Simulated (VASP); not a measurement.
# Pt (P6_3/mmc) in VASP: notebook

Runs on Pt. Level: BLYP. Tasks: single point.

All numbers are computed with VASP 6.6.1; they aren't measurements. Logs are shortened: lines on timing, memory, paths and dates and some standing lists are left out, and cuts for length are marked.

## Step 1: The cell of the first run

Symmetry: P6_3/mmc, No. 194, hexagonal system. The conventional cell has a = 2.851 Å, b = 2.851 Å, c = 4.960 Å, α = 90.00°, β = 90.00°, γ = 120.00°. Within 3.8 Å of Pt (site symmetry -6m2) lie 12 Pt at 2.85 to 2.98 Å.

## Step 2: Single point, BLYP (volume scaled by 1.04)

Input file INCAR:

```
PREC = Accurate
ENCUT = 520
EDIFF = 1E-6
ISMEAR = -1
SIGMA = 0.1
LREAL = F
LASPH = T
NELM = 100
ALGO = Normal
ISIF = 2
LWAVE = F
LCHARG = F
GGA = B5
ALDAX = 1.0
AGGAX = 1.0
AGGAC = 1.0
ALDAC = 0.0
NBANDS = 17
```

Input file KPOINTS:

```
regular mesh
0
Gamma
  14 14 7
```

Input file POSCAR:

```
Pt
1.0
    2.8507679420      0.0000000000      0.0000000000
   -1.4253839710      2.4688374581      0.0000000000
    0.0000000000      0.0000000000      4.9603838051
Pt
2
Direct
    0.3333333333      0.6666666667      0.2500000000
    0.6666666667      0.3333333333      0.7500000000
```

Potentials or basis: VASP PAW PBE potentials, release 64 (Pt).

Started as:

```
> cat potpaw_PBE.64/Pt/POTCAR > POTCAR
> mpirun -np 1 vasp_std > vasp.out
```

OUTCAR:

```text
PREC = Accurate
   ENCUT = 520
   EDIFF = 1E-6
   ISMEAR = -1
   LREAL = F
   LASPH = T
   NELM = 100
   ISIF = 2
   GGA = B5

 ion  position               nearest neighbor table
   1  0.333  0.667  0.250-   2 2.98   2 2.98   2 2.98   2 2.98   2 2.98   2 2.98
   2  0.667  0.333  0.750-   1 2.98   1 2.98   1 2.98   1 2.98   1 2.98   1 2.98

  LATTYP: Found a hexagonal cell.
 ALAT       =     2.8507679420
 C/A-ratio  =     1.7400166924

  Lattice vectors:

 A1 = (   2.8507679420,   0.0000000000,   0.0000000000)
 A2 = (  -1.4253839710,   2.4688374581,   0.0000000000)
 A3 = (   0.0000000000,   0.0000000000,   4.9603838051)

Analysis of symmetry for initial positions (statically):
=====================================================================
 Subroutine PRICEL returns:
 Original cell was already a primitive cell.

 Routine SETGRP: Setting up the symmetry group for a
 hexagonal supercell.

 Subroutine GETGRP returns: Found 24 space group operations
 (whereof 12 operations were pure point group operations)
 out of a pool of 24 trial point group operations.

The static configuration has the point symmetry D_3d.
 The point group associated with its full space group is D_6h.

Analysis of symmetry for dynamics (positions and initial velocities):
=====================================================================
 Subroutine PRICEL returns:
 Original cell was already a primitive cell.

 Routine SETGRP: Setting up the symmetry group for a
 hexagonal supercell.

 Subroutine GETGRP returns: Found 24 space group operations
 (whereof 12 operations were pure point group operations)
 out of a pool of 24 trial point group operations.

The dynamic configuration has the point symmetry D_3d.
 The point group associated with its full space group is D_6h.

 Subroutine INISYM returns: Found 24 space group operations
 (whereof 12 operations are pure point group operations),
 and found     1 'primitive' translations

----------------------------------------------------------------------------------------

                                     Primitive cell

  volume of cell :      34.9116

  direct lattice vectors                    reciprocal lattice vectors
     2.850767942  0.000000000  0.000000000     0.350782673  0.202524471  0.000000000
    -1.425383971  2.468837458  0.000000000     0.000000000  0.405048942  0.000000000
     0.000000000  0.000000000  4.960383805     0.000000000  0.000000000  0.201597304

  length of vectors
     2.850767942  2.850767942  4.960383805     0.405048942  0.405048942  0.201597304

  position of ions in fractional coordinates (direct lattice)
     0.333333333  0.666666667  0.250000000
     0.666666667  0.333333333  0.750000000

  ion indices of the primitive-cell ions
   primitive index   ion index
                 1           1
                 2           2

----------------------------------------------------------------------------------------

 KPOINTS: regular mesh

Automatic generation of k-mesh.
 Grid dimensions read from file:
 generate k-points for:   14   14    7

 Generating k-lattice:

  Cartesian coordinates                     Fractional coordinates (reciprocal lattice)
     0.025055905  0.014466034  0.000000000     0.071428571  0.000000000  0.000000000
     0.000000000  0.028932067  0.000000000     0.000000000  0.071428571  0.000000000
     0.000000000  0.000000000  0.028799615     0.000000000  0.000000000  0.142857143

  Length of vectors
     0.028932067  0.028932067  0.028799615

  Shift w.r.t. Gamma in fractional coordinates (k-lattice)
     0.000000000  0.000000000  0.000000000

 Subroutine IBZKPT returns following result:
 ===========================================

 Found     96 irreducible k-points:

 Following reciprocal coordinates:
            Coordinates               Weight
  0.000000  0.000000  0.000000      1.000000
  0.071429  0.000000  0.000000      6.000000
  0.142857  0.000000  0.000000      6.000000
  0.214286  0.000000  0.000000      6.000000
  0.285714  0.000000  0.000000      6.000000
  0.357143  0.000000  0.000000      6.000000
[... 16 lines left out ...]
  0.285714  0.285714  0.000000      6.000000
  0.357143  0.285714  0.000000      6.000000
 [... further k-points ...]
   k-points           NKPTS =     96   k-points in BZ     NKDIM =     96   number of bands    NBANDS=     17
   number of dos      NEDOS =    301   number of ions     NIONS =      2
   total plane-waves  NPLWV =  23040
   dimension x,y,z NGX =    24 NGY =   24 NGZ =   40
   dimension x,y,z NGXF=    48 NGYF=   48 NGZF=   80
   ions per type =               2
   NGX,Y,Z   is equivalent  to a cutoff of  14.00, 14.00, 13.41 a.u.
   NGXF,Y,Z  is equivalent  to a cutoff of  27.99, 27.99, 26.81 a.u.
 SYSTEM =  unknown system
   PREC   = accura    normal or accurate (medium, high low for compatibility)
   ISTART =      0    job   : 0-new  1-cont  2-samecut
   ICHARG =      2    charge: 1-file 2-atom 10-const
   ISPIN  =      1    spin polarized calculation?
   LNONCOLLINEAR =      F non collinear calculations
   LSORBIT =      F    spin-orbit coupling
   LASPH  =      T    aspherical Exc in radial PAW
   ENCUT  =  520.0 eV  38.22 Ry    6.18 a.u.   5.30  5.30  9.22*2*pi/ulx,y,z
   NELM   =    100;   NELMIN=  2; NELMDL= -5     # of ELM steps
   EDIFF  = 0.1E-05   stopping-criterion for ELM
   LREAL  =      F    real-space projection
   EDIFFG = 0.1E-04   stopping-criterion for IOM
   NSW    =      0    number of steps for IOM
   IBRION =     -1    ionic relax: 0-MD 1-quasi-New 2-CG
   NFREE  =      0    steps in history (QN), initial steepest desc. (CG)
   ISIF   =      2    stress and relaxation
   ISYM   =      2    0-nonsym 1-usesym 2-fastsym
   POTIM  = 0.5000    time-step for ionic-motion
   TEBEG  =    0.0;   TEEND  =   0.0 temperature during run
   PSTRESS=    0.0 pullay stress
   NELECT =      20.0000    total number of electrons
   NUPDOWN=      -1.0000    fix difference up-down
   EMIN   =  10.00;   EMAX   =-10.00  energy-range for DOS
   EFERMI =   0.00;   METHOD = LEGACY
   ISMEAR =    -1;   SIGMA  =   0.10  broadening in eV -4-tet -1-fermi 0-gaus
   EFERMI_NEDOS =   21; number of points for ismear=-14 and -15
   IALGO  =     38    algorithm
   IMIX   =      4    mixing-type and parameters
     AMIX     =   0.40;   BMIX     =  1.00
     AMIX_MAG =   1.60;   BMIX_MAG =  1.00
  volume/ion in A,a.u.               =      17.46       117.80
  Fermi-wavevector in a.u.,A,eV,Ry     =   1.359654  2.569373 25.152518  1.848658
  Thomas-Fermi vector in A             =   2.486383
   LORBIT       =      0    0 simple, 1 ext, 2 COOP (PROOUT), +10 PAW based schemes
   GGA     = B5    functional components
   LHFCALC =     F    Hartree Fock is set to
   AEXX    =    0.0000 exact exchange contribution
   IVDW    =     0    specifies the selected vdW correction
   LEPSILON=     F    determine dielectric tensor
   LRPA    =     F    only Hartree local field effects (RPA)
 non-spin polarized calculation
  energy-cutoff  :      520.00
  volume of cell :       34.91
 maximum number of plane-waves:       953
 NGX is ok and might be reduce to    24
   NGX = 11   NGY = 11   NGZ = 19

 number of electron      20.0000002 magnetization

 Free energy of the ion-electron system (eV)
  ---------------------------------------------------
  ext. energy  EPLUGINS =         0.00000000
  ---------------------------------------------------
  free energy    TOTEN  =        -9.95088257 eV

  energy without entropy =       -9.82127517  energy(sigma->0) =       -9.88607887

 E-fermi :   9.2158     XC(G=0): -11.9512

 val. band max:        9.2088362566   @ k =   0.4286   0.0714   0.2857
 cond. band min:       9.2376099150   @ k =   0.4286   0.1429   0.4286
 fundamental gap:      0.0287736584
 Fermi energy:         9.2158403487

 k-point     1 :       0.0000    0.0000    0.0000
  band No.  band energies     occupation
      1       0.6853      2.00000
      2       3.1251      2.00000
      3       5.8486      2.00000
      4       6.3056      2.00000
      5       6.3056      2.00000
      6       6.6028      2.00000
[... 9 lines left out ...]
     16      26.6951      0.00000
     17      29.2326      0.00000

 k-point     2 :       0.0714    0.0000    0.0000
  band No.  band energies     occupation
      1       0.8546      2.00000
      2       3.2791      2.00000
      3       5.8403      2.00000
      4       6.2981      2.00000
      5       6.4282      2.00000
      6       6.5303      2.00000
[... 9 lines left out ...]
     16      26.7726      0.00000
     17      28.3481      0.00000

 k-point     3 :       0.1429    0.0000    0.0000
  band No.  band energies     occupation
      1       1.3424      2.00000
      2       3.6930      2.00000
      3       5.7293      2.00000
      4       6.2534      2.00000
      5       6.5261      2.00000
      6       6.7854      2.00000
[... 9 lines left out ...]
     16      26.5116      0.00000
     17      26.8976      0.00000

 k-point     4 :       0.2143    0.0000    0.0000
  band No.  band energies     occupation
      1       2.0763      2.00000
      2       4.1478      2.00000
      3       5.6650      2.00000
      4       5.9951      2.00000
      5       6.0317      2.00000
      6       6.9373      2.00000
[... 9 lines left out ...]
     16      26.0600      0.00000
     17      27.3172      0.00000
[... 343 lines left out ...]
      1       4.6660      2.00000
      2       4.7102      2.00000
      3       4.7582      2.00000
      4       6.1295      2.00000
      5       6.1708      2.00000
      6       6.3995      2.00000
[... 9 lines left out ...]
     16      20.4603      0.00000
     17      22.7706      0.00000

 k-point    23 :       0.2857    0.2857    0.0000
  band No.  band energies     occupation
      1       4.7243      2.00000
      2       4.9395      2.00000
      3       5.2481      2.00000
      4       5.6219      2.00000
      5       6.0714      2.00000
      6       6.4148      2.00000
[... 9 lines left out ...]
     16      21.4818      0.00000
     17      22.4974      0.00000

 k-point    24 :       0.3571    0.2857    0.0000
  band No.  band energies     occupation
      1       4.7126      2.00000
      2       5.1234      2.00000
      3       5.1735      2.00000
      4       5.7961      2.00000
      5       6.1395      2.00000
      6       6.2398      2.00000
[... 9 lines left out ...]
     16      20.4947      0.00000
     17      21.8024      0.00000

 [... further k-points ...]
[... 5 lines left out ...]
  --------------------------------------------------------------------------------------
  -------------------------------------------------------------------------------------
  Total       -1.3428489     -1.3428489     -1.2697693      0.0000000     -0.0000000      0.0000000
  in kB      -61.6265809    -61.6265809    -58.2727818      0.0000000     -0.0000000      0.0000000
  external PRESSURE =     -60.5086479 kB  Pullay stress =       0.0000000 kB

 VOLUME and BASIS-vectors are now :
 -----------------------------------------------------------------------------
  energy-cutoff  :      520.00
  volume of cell :       34.91
      direct lattice vectors                 reciprocal lattice vectors
     2.850767942  0.000000000  0.000000000     0.350782673  0.202524471  0.000000000
    -1.425383971  2.468837458  0.000000000     0.000000000  0.405048942  0.000000000
     0.000000000  0.000000000  4.960383805     0.000000000  0.000000000  0.201597304

 POSITION                                       TOTAL-FORCE (eV/Angst)
 -----------------------------------------------------------------------------------
     -0.00000      1.64589      1.24010         0.000000     -0.000000      0.000000
      1.42538      0.82295      3.72029        -0.000000      0.000000      0.000000
 -----------------------------------------------------------------------------------
    total drift:                               -0.000000      0.000000     -0.000000

  FREE ENERGIE OF THE ION-ELECTRON SYSTEM (eV)
  ---------------------------------------------------
  free  energy   TOTEN  =        -9.9508825706 eV

  energy  without entropy=       -9.8212751722  energy(sigma->0) =       -9.88607887
```

Wall time 67 s (1 thread of AMD EPYC 7R13, shared host); peak memory 0.19 GiB.

What came out:

- Free energy: -9.9509 eV
- Pressure: -6.1 GPa
- Band gap on the k mesh: zero (band 10 reaches 9.62 eV, above the bottom of band 11 at 8.57 eV)

Levels at points of the mesh, in eV from the Fermi level:
```
           k point  band 6  band 7  band 8  band 9  band 10  band 11  band 12  band 13  band 14  band 15
(0.00, 0.00, 0.00)   -2.61   -2.61   -1.53   -1.53    -0.20    -0.20    -0.03     4.04    15.58    15.83
(0.50, 0.00, 0.00)   -2.47   -2.00   -0.04    0.24     0.41     2.22     3.50     6.88     8.52     8.61
```

Caveat: the PAW data sets were made with another functional, which shifts forces and pressure a little; spin-orbit coupling is left out, which moves the levels of the heavy elements.

## Step 3: Single point, BLYP (volume scaled by 1.12)

Input file INCAR:

```
AGGAC = 1.0 ; AGGAX = 1.0
ALDAC = 0.0 ; ALDAX = 1.0
ALGO = Normal ; EDIFF = 1E-6
ENCUT = 520 ; GGA = B5
ISIF = 2 ; ISMEAR = -1
LASPH = T ; LCHARG = F
LREAL = F ; LWAVE = F
NBANDS = 17 ; NELM = 80
PREC = Accurate ; SIGMA = 0.1
```

Input file KPOINTS:

```
k-points
0
Gamma
  14 14 7
```

Input file POSCAR:

```
Pt
1.0
    2.9220664920      0.0000000000      0.0000000000
   -1.4610332460      2.5305838136      0.0000000000
    0.0000000000      0.0000000000      5.0844444721
Pt
2
Direct
    0.3333333333      0.6666666667      0.2500000000
    0.6666666667      0.3333333333      0.7500000000
```

Potentials or basis: VASP PAW PBE potentials, release 64 (Pt).

Started as:

```
> cat potpaw_PBE.64/Pt/POTCAR > POTCAR
> mpirun -np 1 vasp_std > vasp.out
```

It took 72 s on 1 thread of AMD EPYC 7R13, shared host; peak memory 0.19 GiB.

It converged, with:

```
Free energy            : -9.7658 eV
Pressure               : -15.4 GPa
Band gap on the k mesh : zero (band 10 reaches 8.39 eV, above the bottom of band 11 at 7.47 eV)
```

Stress tensor (GPa, compression positive):
```
-16.00   0.00   0.00
  0.00 -16.00   0.00
  0.00   0.00 -14.15
```

Levels at points of the mesh, in eV from the Fermi level:
```csv
k point,band 7,band 8,band 9,band 10,band 11,band 12,band 13,band 14
"(0.00, 0.00, 0.00)",-2.32,-1.36,-1.36,-0.19,-0.19,0.26,3.64,15.60
"(0.50, 0.00, 0.00)",-1.71,-0.05,0.20,0.34,2.12,3.24,6.57,7.98
```

Caveat: the PAW data sets were made with another functional, which shifts forces and pressure a little; spin-orbit coupling is left out, which moves the levels of the heavy elements.
